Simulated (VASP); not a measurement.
# Si3N4 (P6_3/m) in VASP: settings compared, part 2 of 2

VASP 6.6.1. The steps go on from the part before.

## Step 4: Single point, PBE (strain -3.0%)

INCAR

```
  PREC = Accurate
  ENCUT = 520
  EDIFF = 1E-6
  ISMEAR = -1
  SIGMA = 0.02
  LREAL = False
  LASPH = True
  NELM = 60
  ALGO = Normal
  ISIF = 2
  LWAVE = False
  LCHARG = False
  GGA = PE
  NBANDS = 45
```

KPOINTS

```
Automatic mesh
0
Gamma
  6 6 8
```

POSCAR

```
Si3N4
1.0
    7.3774941341      0.0000000000      0.0000000000
   -3.6887470671      6.3890973364      0.0000000000
    0.0000000000      0.0000000000      2.8184770724
Si N
6 8
Direct
    0.2362845428      0.8298569177      0.7500000000
    0.4064276252      0.2362845428      0.2500000000
    0.8298569177      0.5935723748      0.2500000000
    0.1701430823      0.4064276252      0.7500000000
    0.5935723748      0.7637154572      0.7500000000
    0.7637154572      0.1701430823      0.2500000000
    0.3333333333      0.6666666667      0.7500000000
    0.6666666667      0.3333333333      0.2500000000
    0.9741331872      0.6710468702      0.7500000000
    0.3030863170      0.9741331872      0.2500000000
    0.6710468702      0.6969136830      0.2500000000
    0.3289531298      0.3030863170      0.7500000000
    0.0258668128      0.3289531298      0.2500000000
    0.6969136830      0.0258668128      0.7500000000
```

Potentials or basis: VASP PAW PBE potentials, release 64 (Si, N).

Started as:

```console
$ cat potpaw_PBE.64/Si/POTCAR potpaw_PBE.64/N/POTCAR > POTCAR
$ mpirun -np 1 vasp_std > vasp.out
```

OUTCAR:

```text
PREC = Accurate
   ENCUT = 520
   EDIFF = 1E-6
   ISMEAR = -1
   LREAL = False
   LASPH = True
   NELM = 60
   ISIF = 2
   GGA = PE

 ion  position               nearest neighbor table
   1  0.236  0.830  0.750-   7 1.68  10 1.68  10 1.68   9 1.69   5 2.91   4 2.91   2 2.96   2 2.96
                             3 2.96   3 2.96
   2  0.406  0.236  0.250-   8 1.68  12 1.68  12 1.68  10 1.69   3 2.91   6 2.91   1 2.96   1 2.96
                             4 2.96   4 2.96
   3  0.830  0.594  0.250-   8 1.68   9 1.68   9 1.68  11 1.69   2 2.91   6 2.91   1 2.96   1 2.96
                             5 2.96   5 2.96
   4  0.170  0.406  0.750-   7 1.68  13 1.68  13 1.68  12 1.69   5 2.91   1 2.91   6 2.96   6 2.96
                             2 2.96   2 2.96
[... 1378 lines left out ...]
     0.000000000  0.000000000  2.818477072     0.000000000  0.000000000  0.354801538

 POSITION                                       TOTAL-FORCE (eV/Angst)
 -----------------------------------------------------------------------------------
     -1.31794      5.30204      2.11386         0.042898      0.047193     -0.000000
      2.12682      1.50964      0.70462        -0.019421      0.060748     -0.000000
      3.93273      3.79239      0.70462         0.062320     -0.013554     -0.000000
     -0.24398      2.59671      2.11386        -0.062320      0.013554      0.000000
      1.56192      4.87945      2.11386         0.019421     -0.060748      0.000000
      5.00669      1.08706      0.70462        -0.042898     -0.047193      0.000000
     -0.00000      4.25940      2.11386        -0.000000     -0.000000      0.000000
      3.68875      2.12970      0.70462        -0.000000     -0.000000     -0.000000
      4.71134      4.28738      2.11386         0.040212      0.033556     -0.000000
     -1.35731      6.22383      0.70462        -0.008954      0.051603     -0.000000
      2.37991      4.45265      0.70462         0.049166     -0.018047     -0.000000
      1.30884      1.93645      2.11386        -0.049166      0.018047     -0.000000
     -1.02259      2.10171      0.70462        -0.040212     -0.033556      0.000000
      5.04606      0.16527      2.11386         0.008954     -0.051603     -0.000000
 -----------------------------------------------------------------------------------
    total drift:                                0.000000     -0.000000     -0.000000

  FREE ENERGIE OF THE ION-ELECTRON SYSTEM (eV)
  ---------------------------------------------------
  free  energy   TOTEN  =      -113.0525939585 eV

  energy  without entropy=     -113.0525939585  energy(sigma->0) =     -113.05259396
```

OSZICAR:

```text
N       E                     dE             d eps       ncg     rms          rms(c)
DAV:   1     0.285930955717E+03    0.28593E+03   -0.32425E+04  3616   0.133E+03
DAV:   2    -0.110461490495E+03   -0.39639E+03   -0.37783E+03  4668   0.289E+02
DAV:   3    -0.131361049956E+03   -0.20900E+02   -0.20775E+02  4584   0.691E+01
DAV:   4    -0.131646889502E+03   -0.28584E+00   -0.28514E+00  4512   0.874E+00
DAV:   5    -0.131653141340E+03   -0.62518E-02   -0.62471E-02  4422   0.124E+00    0.327E+01
DAV:   6    -0.113419556155E+03    0.18234E+02   -0.58798E+01  4301   0.319E+01    0.149E+01
DAV:   7    -0.113115849728E+03    0.30371E+00   -0.39587E+00  4552   0.834E+00    0.682E+00
DAV:   8    -0.113053184278E+03    0.62665E-01   -0.23869E-01  4364   0.228E+00    0.223E+00
DAV:   9    -0.113049959013E+03    0.32253E-02   -0.48714E-02  4504   0.114E+00    0.298E-01
DAV:  10    -0.113051700950E+03   -0.17419E-02   -0.35079E-03  4060   0.276E-01    0.179E-01
DAV:  11    -0.113052538820E+03   -0.83787E-03   -0.87963E-04  4054   0.151E-01    0.287E-02
DAV:  12    -0.113052573918E+03   -0.35099E-04   -0.45278E-05  4456   0.357E-02    0.117E-02
DAV:  13    -0.113052590796E+03   -0.16878E-04   -0.22891E-05  3993   0.226E-02    0.579E-03
DAV:  14    -0.113052592664E+03   -0.18677E-05   -0.18923E-06  3856   0.835E-03    0.373E-03
DAV:  15    -0.113052594046E+03   -0.13818E-05   -0.21694E-06  3316   0.603E-03    0.268E-03
DAV:  16    -0.113052593958E+03    0.87128E-07   -0.84597E-08  3000   0.171E-03
   1 F= -.11305259E+03 E0= -.11305259E+03  d E =-.742821E-12
```

Wall time 2 min (1 thread of Intel Xeon 6975P-C (Granite Rapids), shared host); peak memory 0.35 GiB.

Results:

- Free energy: -113.0526 eV
- Pressure: 33.1 GPa
- Largest force: 0.064 eV/Å
- Band gap on the k mesh: 4.69 eV (least direct gap 4.88 eV)

Forces on the atoms (eV/Å):
```
Si   0.043  0.047  0.000
Si  -0.019  0.061  0.000
Si   0.062 -0.014  0.000
Si  -0.062  0.014  0.000
Si   0.019 -0.061  0.000
Si  -0.043 -0.047  0.000
N    0.000  0.000  0.000
N    0.000  0.000  0.000
N    0.040  0.034  0.000
N   -0.009  0.052  0.000
N    0.049 -0.018  0.000
N   -0.049  0.018  0.000
N   -0.040 -0.034  0.000
N    0.009 -0.052  0.000
```

Caveat: the cell differs from its parent crystal (strain -3.0%); the cell stands under pressure. A k mesh can miss the band edges.

## Step 5: Single point, PBE (strain -2.0%)

INCAR

```
SYSTEM = Si3N4
ALGO = Normal
EDIFF = 1E-7
ENCUT = 520
GGA = PE
ISIF = 2
ISMEAR = -1
LASPH = .TRUE.
LCHARG = .FALSE.
LREAL = .FALSE.
LWAVE = .FALSE.
NBANDS = 45
NELM = 60
PREC = Accurate
SIGMA = 0.02
```

KPOINTS

```
k-points
0
G
  6 6 8
  0 0 0
```

POSCAR

```
Si3N4
1.0
    7.4535507747      0.0000000000      0.0000000000
   -3.7267753873      6.4549643193      0.0000000000
    0.0000000000      0.0000000000      2.8475335371
Si N
6 8
Direct
    0.2341908837      0.8279094737      0.7500000000
    0.4062814100      0.2341908837      0.2500000000
    0.8279094737      0.5937185900      0.2500000000
    0.1720905263      0.4062814100      0.7500000000
    0.5937185900      0.7658091163      0.7500000000
    0.7658091163      0.1720905263      0.2500000000
    0.3333333333      0.6666666667      0.7500000000
    0.6666666667      0.3333333333      0.2500000000
    0.9721564519      0.6705090459      0.7500000000
    0.3016474060      0.9721564519      0.2500000000
    0.6705090459      0.6983525940      0.2500000000
    0.3294909541      0.3016474060      0.7500000000
    0.0278435481      0.3294909541      0.2500000000
    0.6983525940      0.0278435481      0.7500000000
```

Started as:

```console
$ cat potpaw_PBE.64/Si/POTCAR potpaw_PBE.64/N/POTCAR > POTCAR
$ mpirun -np 1 vasp_std > vasp.out
```

Run time: 2.1 min. Hardware: 1 thread of Intel Xeon 6975P-C (Granite Rapids), shared host; peak memory 0.36 GiB.

Results (log left out):

```yaml
Free_energy: -113.7671 eV
Pressure: 22.7 GPa
Largest_force: 0.056 eV/Å
Band_gap_on_the_k_mesh: 4.57 eV (least direct gap 4.76 eV)
```

Forces on the atoms (eV/Å):
```
Si   0.036  0.042  0.000
Si  -0.018  0.053  0.000
Si   0.055 -0.011  0.000
Si  -0.055  0.011  0.000
Si   0.018 -0.053  0.000
Si  -0.036 -0.042  0.000
N    0.000  0.000  0.000
N    0.000  0.000  0.000
N    0.035  0.031  0.000
N   -0.009  0.046  0.000
N    0.045 -0.015  0.000
N   -0.045  0.015  0.000
N   -0.035 -0.031  0.000
N    0.009 -0.046  0.000
```

Stress tensor (GPa, compression positive):
```
22.29  0.00  0.00
 0.00 22.29  0.00
 0.00  0.00 23.62
```

Levels at points of the mesh, in eV from the valence-band top:
```tsv
k point	band 30	band 31	band 32	band 33	band 34	band 35
(0.00, 0.00, 0.00)	-0.48	-0.38	-0.19	4.57	5.11	5.28
(0.50, 0.00, 0.00)	-0.81	-0.33	-0.25	4.96	5.04	5.18
(0.00, 0.00, 0.50)	-1.72	-1.47	-1.47	4.91	4.91	4.91
(0.50, 0.00, 0.50)	-1.59	-1.13	-1.13	5.07	5.07	6.10
```

Caveat: the cell differs from its parent crystal (strain -2.0%); the cell stands under pressure.

## Step 6: Single point, PBE (strain -1.0%)

INCAR

```
PREC = Accurate
ENCUT = 520
EDIFF = 1E-7
ISMEAR = -1
SIGMA = 0.02
LREAL = False
LASPH = True
NELM = 60
ALGO = Normal
ISIF = 2
LWAVE = False
LCHARG = False
GGA = PE
NBANDS = 45
```

KPOINTS

```
Automatic mesh
0
Gamma
  6 6 8
```

POSCAR

```
Si3N4
1.0
    7.5296074153      0.0000000000      0.0000000000
   -3.7648037076      6.5208313022      0.0000000000
    0.0000000000      0.0000000000      2.8765900017
Si N
6 8
Direct
    0.2323072919      0.8261484051      0.7500000000
    0.4061588868      0.2323072919      0.2500000000
    0.8261484051      0.5938411132      0.2500000000
    0.1738515949      0.4061588868      0.7500000000
    0.5938411132      0.7676927081      0.7500000000
    0.7676927081      0.1738515949      0.2500000000
    0.3333333333      0.6666666667      0.7500000000
    0.6666666667      0.3333333333      0.2500000000
    0.9703605768      0.6700469691      0.7500000000
    0.3003136078      0.9703605768      0.2500000000
    0.6700469691      0.6996863922      0.2500000000
    0.3299530309      0.3003136078      0.7500000000
    0.0296394232      0.3299530309      0.2500000000
    0.6996863922      0.0296394232      0.7500000000
```

Potentials or basis: VASP PAW PBE potentials, release 64 (Si, N).

Started as:

```console
$ cat potpaw_PBE.64/Si/POTCAR potpaw_PBE.64/N/POTCAR > POTCAR
$ mpirun -np 1 vasp_std > vasp.out
```

Run time: 2 min. Hardware: 1 thread of Intel Xeon 6975P-C (Granite Rapids), shared host; peak memory 0.36 GiB.

Results (log left out):

* Free energy: -114.2401 eV
* Pressure: 13.5 GPa
* Largest force: 0.048 eV/Å
* Band gap on the k mesh: 4.46 eV (least direct gap 4.64 eV)

Forces in eV/Å, atoms in the order of the input:
```
Si   0.030  0.037  0.000
Si  -0.017  0.045  0.000
Si   0.047 -0.008  0.000
Si  -0.047  0.008  0.000
Si   0.017 -0.045  0.000
Si  -0.030 -0.037  0.000
N    0.000  0.000  0.000
N    0.000  0.000  0.000
N    0.031  0.030  0.000
N   -0.011  0.042  0.000
N    0.042 -0.012  0.000
N   -0.042  0.012  0.000
N   -0.031 -0.030  0.000
N    0.011 -0.042  0.000
```

Stress tensor (GPa, compression positive):
```
13.30  0.00  0.00
 0.00 13.30  0.00
 0.00  0.00 14.00
```

Levels at points of the mesh, in eV from the valence-band top:
```
           k point  band 28  band 29  band 30  band 31  band 32  band 33  band 34  band 35  band 36  band 37
(0.00, 0.00, 0.00)    -1.31    -1.31    -0.46    -0.39    -0.19     4.46     4.97     5.09     5.09     5.45
(0.50, 0.00, 0.00)    -1.72    -1.39    -0.79    -0.32    -0.25     4.80     4.88     5.04     5.49     5.95
(0.00, 0.00, 0.50)    -1.67    -1.67    -1.67    -1.39    -1.39     4.82     4.82     4.82     4.82     7.48
(0.50, 0.00, 0.50)    -1.95    -1.54    -1.54    -1.08    -1.08     4.94     4.94     5.99     5.99     6.36
```

Caveat: the cell differs from its parent crystal (strain -1.0%); the cell stands under pressure. A k mesh can miss the band edges.

## Step 7: Summary

```tsv
level	cell	smearing	gap on the mesh (eV)	pressure (GPa)	largest force (eV/Å)
r2SCAN	a = 7.454, b = 7.454, c = 2.848 Å, angles 90.0, 90.0, 120.0°, 14 atoms, strain -2.0%	gaussian 0.01 eV	5.25	17.2	-
r2SCAN	a = 7.530, b = 7.530, c = 2.877 Å, angles 90.0, 90.0, 120.0°, 14 atoms, strain -1.0%	gaussian 0.01 eV	5.13	8.0	-
PBE	a = 7.377, b = 7.377, c = 2.818 Å, angles 90.0, 90.0, 120.0°, 14 atoms, strain -3.0%	fermi-dirac 0.02 eV	4.69	33.1	0.06
PBE	a = 7.454, b = 7.454, c = 2.848 Å, angles 90.0, 90.0, 120.0°, 14 atoms, strain -2.0%	fermi-dirac 0.02 eV	4.57	22.7	0.06
PBE	a = 7.530, b = 7.530, c = 2.877 Å, angles 90.0, 90.0, 120.0°, 14 atoms, strain -1.0%	fermi-dirac 0.02 eV	4.46	13.5	0.05
```

Alike in all rows: task single point; potentials or basis VASP PAW PBE potentials, release 64 (Si, N); no spin polarisation; k mesh 6 × 6 × 8; cutoff (eV) 520.

Caveats: the cell stands under pressure; the PAW data sets were made with another functional, which shifts forces and pressure a little (at least some runs).

Total energies depend on the potentials used, so only differences within one code and one set of settings carry meaning.
